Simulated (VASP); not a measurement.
Set up this calculation in VASP 6.6.1, as the native input.

- Task: single point
- Functional: PBE
- Potentials or basis: VASP PAW PBE potentials, release 64 (Sr_sv, O)
- Cutoff: 520 eV
- k mesh: 9 × 9 × 9
- Occupations: gaussian, width 0.024 eV
- Spin: no spin polarisation
- Dipole correction: no
- Further INCAR settings: ALGO = Normal; EDIFF = 1e-07; NBANDS = 15

The structure of SrO lies in POSCAR:

```
SrO
1.0
    0.0000000000      2.5663000000      2.5663000000
    2.5663000000      0.0000000000      2.5663000000
    2.5663000000      2.5663000000      0.0000000000
Sr O
1 1
Direct
    0.5000000000      0.5000000000      0.5000000000
    0.0000000000      0.0000000000      0.0000000000
```

These files were run (other wordings do the same):

INCAR

```
  ALGO = Normal
  EDIFF = 1E-7
  ENCUT = 520
  GGA = PE
  ISIF = 2
  ISMEAR = 0
  LASPH = T
  LCHARG = F
  LREAL = F
  LWAVE = F
  NBANDS = 15
  NELM = 100
  PREC = Accurate
  SIGMA = 0.024
```

KPOINTS

```
k-points
0
Gamma
  9 9 9
```

Potentials or basis: VASP PAW PBE potentials, release 64 (Sr_sv, O).

Launch:

```bash
$ cat potpaw_PBE.64/Sr_sv/POTCAR potpaw_PBE.64/O/POTCAR > POTCAR
$ mpirun -np 1 vasp_std > vasp.out
```

Results of the run:

```
Pressure               : 3.9 GPa
Band gap on the k mesh : 3.32 eV, indirect (least direct gap 3.41 eV)
```

Wall time 9 s on 1 thread of Intel(R) Xeon(R) 6975P-C (Granite Rapids) (shared host), peak memory 0.16 GiB.
